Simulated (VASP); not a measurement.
# MgO2 (R-3m) in VASP: notebook

Runs on MgO2. Level: r2SCAN. Tasks: single point.

Program: VASP 6.6.1. These are calculated values, not measurements. Logs are shortened: lines on timing, memory, paths and dates and some standing lists are left out, and cuts for length are marked.

### 1 The cell of the first run

It takes space group R-3m (No. 166, trigonal). The conventional cell has a = 3.457 Å, b = 3.457 Å, c = 9.033 Å, α = 90.00°, β = 90.00°, γ = 120.00°. Mg (site symmetry -3m) has 12 O at 2.17 to 2.93 Å within 3.0 Å. Within 1.7 Å of O (site symmetry 3m) lie 1 O at 1.29 Å.

### 2 Single point, r2SCAN

Input file POSCAR:

```
MgO2
1.0
    1.7286764011      0.9980517855      3.0110197177
   -1.7286764011      0.9980517855      3.0110197177
    0.0000000000     -1.9961035710      3.0110197177
Mg O
1 2
Direct
    0.0000000000      0.0000000000      0.0000000000
    0.4287860000      0.4287860000      0.4287860000
    0.5712140000      0.5712140000      0.5712140000
```

Input file INCAR.step1:

```
  ALGO = Normal
  EDIFF = 1E-5
  ENCUT = 920
  GGA = PE
  GGA_COMPAT = False
  ISMEAR = 0
  LASPH = True
  LCHARG = False
  LREAL = False
  LWAVE = True
  NBANDS = 18
  NELM = 120
  PREC = Accurate
  SIGMA = 0.05
```

Input file INCAR.step2:

```
  ALGO = Normal
  EDIFF = 1E-6
  ENCUT = 920
  GGA_COMPAT = False
  ISIF = 2
  ISMEAR = 0
  ISTART = 1
  LASPH = True
  LCHARG = False
  LMIXTAU = True
  LREAL = False
  LWAVE = False
  METAGGA = R2SCAN
  NBANDS = 18
  NELM = 120
  PREC = Accurate
  SIGMA = 0.05
```

Input file KPOINTS:

```
k-points
0
Gamma
  12 12 12
```

Potentials or basis: VASP PAW PBE potentials, release 64 (Mg_sv, O).

Started as:

```
> cat potpaw_PBE.64/Mg_sv/POTCAR potpaw_PBE.64/O/POTCAR > POTCAR
> cp INCAR.step1 INCAR
> mpirun -np 1 vasp_std > vasp.out
> cp INCAR.step2 INCAR
> mpirun -np 1 vasp_std > vasp.out
```

OUTCAR:

```text
EDIFF = 1E-6
   ENCUT = 920
   ISIF = 2
   ISMEAR = 0
   ISTART = 1
   LASPH = True
   LREAL = False
   METAGGA = R2SCAN
   NELM = 120
   PREC = Accurate

 ion  position               nearest neighbor table
   1  0.000  0.000  0.000-
   2  0.429  0.429  0.429-   3 1.29
   3  0.571  0.571  0.571-   2 1.29

  LATTYP: Found a trigonal (rhomboedric) cell.
 ALAT       =     3.6125709968
 COS(alpha) =     0.5420430857

  Lattice vectors:

 A1 = (   1.7286764011,   0.9980517855,   3.0110197177)
 A2 = (  -1.7286764011,   0.9980517855,   3.0110197177)
 A3 = (   0.0000000000,  -1.9961035710,   3.0110197177)

Analysis of symmetry for initial positions (statically):
=====================================================================
 Subroutine PRICEL returns:
 Original cell was already a primitive cell.

 Routine SETGRP: Setting up the symmetry group for a
 trigonal (rhombohedral) supercell.

 Subroutine GETGRP returns: Found 12 space group operations
 (whereof 12 operations were pure point group operations)
 out of a pool of 12 trial point group operations.

The static configuration has the point symmetry D_3d.

Analysis of symmetry for dynamics (positions and initial velocities):
=====================================================================
 Subroutine PRICEL returns:
 Original cell was already a primitive cell.

 Routine SETGRP: Setting up the symmetry group for a
 trigonal (rhombohedral) supercell.

 Subroutine GETGRP returns: Found 12 space group operations
 (whereof 12 operations were pure point group operations)
 out of a pool of 12 trial point group operations.

The dynamic configuration has the point symmetry D_3d.

 Subroutine INISYM returns: Found 12 space group operations
 (whereof 12 operations are pure point group operations),
 and found     1 'primitive' translations

----------------------------------------------------------------------------------------

                                     Primitive cell

  volume of cell :      31.1696

  direct lattice vectors                    reciprocal lattice vectors
     1.728676401  0.998051785  3.011019718     0.289238633  0.166992003  0.110704467
    -1.728676401  0.998051785  3.011019718    -0.289238633  0.166992003  0.110704467
     0.000000000 -1.996103571  3.011019718     0.000000000 -0.333984006  0.110704467

[... 82 lines left out ...]
   LASPH  =      T    aspherical Exc in radial PAW
   ENCUT  =  920.0 eV  67.62 Ry    8.22 a.u.   8.93  8.93  8.93*2*pi/ulx,y,z
   NELM   =    120;   NELMIN=  2; NELMDL=  0     # of ELM steps
   EDIFF  = 0.1E-05   stopping-criterion for ELM
   LREAL  =      F    real-space projection
   EDIFFG = 0.1E-04   stopping-criterion for IOM
   NSW    =      0    number of steps for IOM
   IBRION =     -1    ionic relax: 0-MD 1-quasi-New 2-CG
   NFREE  =      0    steps in history (QN), initial steepest desc. (CG)
   ISIF   =      2    stress and relaxation
   ISYM   =      2    0-nonsym 1-usesym 2-fastsym
   POTIM  = 0.5000    time-step for ionic-motion
   TEBEG  =    0.0;   TEEND  =   0.0 temperature during run
   PSTRESS=    0.0 pullay stress
   NELECT =      22.0000    total number of electrons
   NUPDOWN=      -1.0000    fix difference up-down
   EMIN   =  10.00;   EMAX   =-10.00  energy-range for DOS
   EFERMI =   0.00;   METHOD = LEGACY
   ISMEAR =     0;   SIGMA  =   0.05  broadening in eV -4-tet -1-fermi 0-gaus
   EFERMI_NEDOS =   21; number of points for ismear=-14 and -15
   IALGO  =     38    algorithm
   IMIX   =      4    mixing-type and parameters
     AMIX     =   0.40;   BMIX     =  1.00
     AMIX_MAG =   1.60;   BMIX_MAG =  1.00
  volume/ion in A,a.u.               =      10.39        70.11
  Fermi-wavevector in a.u.,A,eV,Ry     =   1.457601  2.754466 28.906928  2.124599
  Thomas-Fermi vector in A             =   2.574383
   LORBIT       =      0    0 simple, 1 ext, 2 COOP (PROOUT), +10 PAW based schemes
   METAGGA = R2SCAN    functional components
   LHFCALC =     F    Hartree Fock is set to
   AEXX    =    0.0000 exact exchange contribution
   IVDW    =     0    specifies the selected vdW correction
   LEPSILON=     F    determine dielectric tensor
   LRPA    =     F    only Hartree local field effects (RPA)
 non-spin polarized calculation
 Gauss-broadening in eV      SIGMA  =   0.05
  energy-cutoff  :      920.00
  volume of cell :       31.17
 maximum number of plane-waves:      2012
   NGX = 17   NGY = 17   NGZ = 17

 number of electron      22.0000004 magnetization

 Free energy of the ion-electron system (eV)
  ---------------------------------------------------
  ext. energy  EPLUGINS =         0.00000000
  ---------------------------------------------------
  free energy    TOTEN  =       -20.08274097 eV

  energy without entropy =      -20.08274097  energy(sigma->0) =      -20.08274097

 E-fermi :   4.2537     XC(G=0): -10.8903

 val. band max:        3.8966757844   @ k =   0.5000   0.5000   0.0000
 cond. band min:       5.9502171888   @ k =   0.2500   0.2500   0.2500
 fundamental gap:      2.0535414044
 Fermi energy:         4.2536918169

 k-point     1 :       0.0000    0.0000    0.0000
  band No.  band energies     occupation
      1     -74.2277      2.00000
      2     -39.4450      2.00000
      3     -39.2835      2.00000
      4     -39.2835      2.00000
      5     -22.3578      2.00000
      6     -10.9319      2.00000
[... 481 lines left out ...]
      5     -22.0668      2.00000
      6     -11.6599      2.00000
[... 10 lines left out ...]
     17      19.7420      0.00000
     18      20.2742      0.00000

 [... further k-points ...]

------------------------ aborting loop because EDIFF is reached ----------------------------------------

  FORCE on cell =-STRESS in cart. coord.  units (eV):
  Direction    XX          YY          ZZ          XY          YZ          ZX
  --------------------------------------------------------------------------------------
  -------------------------------------------------------------------------------------
  Total       -3.6449918     -3.6449918     17.1070389      0.0000000      0.0000000      0.0000000
  in kB     -187.3594092   -187.3594092    879.3338568      0.0000000      0.0000000      0.0000000
  external PRESSURE =     168.2050128 kB  Pullay stress =       0.0000000 kB

 VOLUME and BASIS-vectors are now :
 -----------------------------------------------------------------------------
  energy-cutoff  :      920.00
  volume of cell :       31.17
      direct lattice vectors                 reciprocal lattice vectors
     1.728676401  0.998051785  3.011019718     0.289238633  0.166992003  0.110704467
    -1.728676401  0.998051785  3.011019718    -0.289238633  0.166992003  0.110704467
     0.000000000 -1.996103571  3.011019718     0.000000000 -0.333984006  0.110704467

 POSITION                                       TOTAL-FORCE (eV/Angst)
 -----------------------------------------------------------------------------------
      0.00000      0.00000      0.00000         0.000000      0.000000      0.000000
      0.00000      0.00000      3.87325         0.000000      0.000000     -9.488403
      0.00000      0.00000      5.15981         0.000000     -0.000000      9.488403
 -----------------------------------------------------------------------------------
    total drift:                               -0.000000      0.000000      0.000000

  FREE ENERGIE OF THE ION-ELECTRON SYSTEM (eV)
  ---------------------------------------------------
  free  energy   TOTEN  =       -20.0827409663 eV

  energy  without entropy=      -20.0827409663  energy(sigma->0) =      -20.08274097
```

Run time: 11 min. Hardware: 1 thread of Intel Xeon Platinum 8259CL at 2.50GHz (Skylake/Cascade Lake), shared host; peak memory 0.37 GiB.

Results:

* Free energy: -20.0827 eV
* Pressure: 16.8 GPa
* Largest force: 9.488 eV/Å
* Band gap on the k mesh: 2.05 eV (least direct gap 2.57 eV)

Forces in eV/Å, atoms in the order of the input:
```
Mg   0.000  0.000  0.000
O    0.000  0.000 -9.488
O    0.000  0.000  9.488
```

Levels at points of the mesh, in eV from the valence-band top:
```tsv
k point	band 8	band 9	band 10	band 11	band 12	band 13	band 14	band 15
(0.00, 0.00, 0.00)	-6.25	-6.25	-1.40	-1.40	2.54	7.83	12.24	12.24
(0.50, 0.00, 0.00)	-8.29	-6.38	-1.90	-0.66	6.40	6.67	8.82	12.84
(0.50, 0.50, 0.00)	-7.51	-7.33	-2.19	0.00	5.27	6.58	9.31	12.92
(0.50, 0.50, 0.50)	-6.91	-6.29	-0.20	-0.20	2.50	5.97	10.63	11.13
```

Caveat: the stress differs along the axes, from -19 to 88 GPa; the PAW data sets were made with another functional, which shifts forces and pressure a little.

### 3 Single point, r2SCAN

This run uses another cell than the first one, of the same volume but with other edges.

Input file POSCAR:

```
MgO2
1.0
    1.6267467757      0.9392026888      3.4001736457
   -1.6267467757      0.9392026888      3.4001736457
    0.0000000000     -1.8784053777      3.4001736457
Mg O
1 2
Direct
    0.0000000000      0.0000000000      0.0000000000
    0.4287860000      0.4287860000      0.4287860000
    0.5712140000      0.5712140000      0.5712140000
```

Input file INCAR.step1:

```
SYSTEM = MgO2
PREC = Accurate
ENCUT = 920
ISMEAR = 0
SIGMA = 0.05
LREAL = .FALSE.
LASPH = .TRUE.
NELM = 120
NBANDS = 18
GGA = PE
ALGO = Normal
EDIFF = 1E-5
LWAVE = .TRUE.
LCHARG = .FALSE.
GGA_COMPAT = .FALSE.
```

Input file INCAR.step2:

```
SYSTEM = MgO2
PREC = Accurate
ENCUT = 920
EDIFF = 1E-6
ISMEAR = 0
SIGMA = 0.05
LREAL = .FALSE.
LASPH = .TRUE.
NELM = 120
ALGO = Normal
ISIF = 2
LWAVE = .FALSE.
LCHARG = .TRUE.
METAGGA = R2SCAN
LMIXTAU = .TRUE.
LELF = .TRUE.
LVHAR = .TRUE.
NBANDS = 18
ISTART = 1
GGA_COMPAT = .FALSE.
```

Input file KPOINTS:

```
Automatic mesh
0
G
  12 12 12
  0 0 0
```

Potentials or basis: VASP PAW PBE potentials, release 64 (Mg_sv, O).

Started as:

```
> cat potpaw_PBE.64/Mg_sv/POTCAR potpaw_PBE.64/O/POTCAR > POTCAR
> cp INCAR.step1 INCAR
> mpirun -np 1 vasp_std > vasp.out
> cp INCAR.step2 INCAR
> mpirun -np 1 vasp_std > vasp.out
```

OUTCAR:

```text
SYSTEM = MgO2
   PREC = Accurate
   ENCUT = 920
   EDIFF = 1E-6
   ISMEAR = 0
   LREAL = .FALSE.
   LASPH = .TRUE.
   NELM = 120
   ISIF = 2
   METAGGA = R2SCAN
   ISTART = 1

 ion  position               nearest neighbor table
   1  0.000  0.000  0.000-   3 2.12   2 2.12   3 2.12   3 2.12   2 2.12   2 2.12
   2  0.429  0.429  0.429-   3 1.45   1 2.12   1 2.12   1 2.12
   3  0.571  0.571  0.571-   2 1.45   1 2.12   1 2.12   1 2.12

  LATTYP: Found a trigonal (rhomboedric) cell.
 ALAT       =     3.8845318359
 COS(alpha) =     0.6492541552

  Lattice vectors:

 A1 = (   1.6267467757,   0.9392026888,   3.4001736457)
 A2 = (  -1.6267467757,   0.9392026888,   3.4001736457)
 A3 = (   0.0000000000,  -1.8784053777,   3.4001736457)

Analysis of symmetry for initial positions (statically):
=====================================================================
 Subroutine PRICEL returns:
 Original cell was already a primitive cell.

 Routine SETGRP: Setting up the symmetry group for a
 trigonal (rhombohedral) supercell.

 Subroutine GETGRP returns: Found 12 space group operations
 (whereof 12 operations were pure point group operations)
[... 165 lines left out ...]

 E-fermi :   2.5674     XC(G=0): -10.9934

 val. band max:        2.3093015343   @ k =   0.5000   0.5000   0.5000
 cond. band min:       5.8569765599   @ k =   0.5000   0.5000   0.5000
 fundamental gap:      3.5476750257
 Fermi energy:         2.5674167708

 k-point     1 :       0.0000    0.0000    0.0000
  band No.  band energies     occupation
      1     -74.0972      2.00000
      2     -39.2460      2.00000
      3     -39.1898      2.00000
      4     -39.1898      2.00000
      5     -20.5132      2.00000
      6     -12.9420      2.00000
[... 481 lines left out ...]
      5     -20.0266      2.00000
      6     -13.3634      2.00000
[... 10 lines left out ...]
     17      18.3562      0.00000
     18      20.0165      0.00000

 [... further k-points ...]

------------------------ aborting loop because EDIFF is reached ----------------------------------------

  FORCE on cell =-STRESS in cart. coord.  units (eV):
  Direction    XX          YY          ZZ          XY          YZ          ZX
  --------------------------------------------------------------------------------------
  -------------------------------------------------------------------------------------
  Total       -1.5489492     -1.5489492      1.8298990      0.0000000     -0.0000000      0.0000000
  in kB      -79.6188899    -79.6188898     94.0602364      0.0000000     -0.0000000      0.0000000
  external PRESSURE =     -21.7258478 kB  Pullay stress =       0.0000000 kB

 VOLUME and BASIS-vectors are now :
 -----------------------------------------------------------------------------
  energy-cutoff  :      920.00
  volume of cell :       31.17
      direct lattice vectors                 reciprocal lattice vectors
     1.626746776  0.939202689  3.400173646     0.307361912  0.177455483  0.098034209
    -1.626746776  0.939202689  3.400173646    -0.307361912  0.177455483  0.098034209
     0.000000000 -1.878405378  3.400173646     0.000000000 -0.354910966  0.098034209

 POSITION                                       TOTAL-FORCE (eV/Angst)
 -----------------------------------------------------------------------------------
      0.00000      0.00000      0.00000         0.000000     -0.000000     -0.000000
      0.00000     -0.00000      4.37384        -0.000000      0.000000     -1.015139
      0.00000     -0.00000      5.82668        -0.000000     -0.000000      1.015139
 -----------------------------------------------------------------------------------
    total drift:                                0.000000     -0.000000      0.000000

  FREE ENERGIE OF THE ION-ELECTRON SYSTEM (eV)
  ---------------------------------------------------
  free  energy   TOTEN  =       -21.5151619380 eV

  energy  without entropy=      -21.5151619380  energy(sigma->0) =      -21.51516194
```

OSZICAR.step1:

```text
N       E                     dE             d eps       ncg     rms          rms(c)
DAV:   1     0.236277586631E+03    0.23628E+03   -0.19010E+04  6804   0.205E+03
DAV:   2    -0.685666985719E+01   -0.24313E+03   -0.23609E+03  8024   0.468E+02
DAV:   3    -0.176178374790E+02   -0.10761E+02   -0.10705E+02  9426   0.950E+01
DAV:   4    -0.178149776164E+02   -0.19714E+00   -0.19697E+00  8294   0.121E+01
DAV:   5    -0.178193642863E+02   -0.43867E-02   -0.43865E-02  8118   0.141E+00    0.975E+00
DAV:   6    -0.164229627022E+02    0.13964E+01   -0.30007E+00  7300   0.115E+01    0.421E+00
DAV:   7    -0.163086150698E+02    0.11435E+00   -0.28388E-01  8762   0.411E+00    0.188E+00
DAV:   8    -0.163043809741E+02    0.42341E-02   -0.59451E-02  6988   0.224E+00    0.262E-01
DAV:   9    -0.163058618396E+02   -0.14809E-02   -0.10196E-02  8440   0.694E-01    0.130E-01
DAV:  10    -0.163058990811E+02   -0.37242E-04   -0.99011E-04  7312   0.252E-01    0.397E-02
DAV:  11    -0.163059994578E+02   -0.10038E-03   -0.12729E-04  7136   0.866E-02    0.856E-03
DAV:  12    -0.163060017953E+02   -0.23375E-05   -0.39954E-06  7436   0.156E-02
   1 F= -.16306002E+02 E0= -.16306002E+02  d E =-.415291E-20
```

It took 18 min on 1 thread of Intel Xeon Platinum 8259CL at 2.50GHz (Skylake/Cascade Lake), shared host; peak memory 0.4 GiB.

Results:

```yaml
Free_energy: -21.5152 eV
Pressure: -2.2 GPa
Largest_force: 1.015 eV/Å
Band_gap_on_the_k_mesh: 3.55 eV
```

Forces in eV/Å, atoms in the order of the input:
```
Mg   0.000  0.000  0.000
O    0.000  0.000 -1.015
O    0.000  0.000  1.015
```

Levels at points of the mesh, in eV from the valence-band top:
```tsv
k point	band 8	band 9	band 10	band 11	band 12	band 13	band 14	band 15
(0.00, 0.00, 0.00)	-3.83	-3.83	-0.89	-0.89	4.86	6.05	13.46	15.25
(0.50, 0.00, 0.00)	-6.39	-4.13	-1.34	-0.98	5.41	9.02	10.64	13.49
(0.50, 0.50, 0.00)	-5.71	-4.86	-2.06	-0.08	4.77	8.11	11.33	13.54
(0.50, 0.50, 0.50)	-4.39	-4.39	0.00	0.00	3.55	5.17	10.55	14.56
```

Caveat: the stress differs along the axes, from -8 to 9 GPa; the PAW data sets were made with another functional, which shifts forces and pressure a little. A k mesh can miss the band edges.
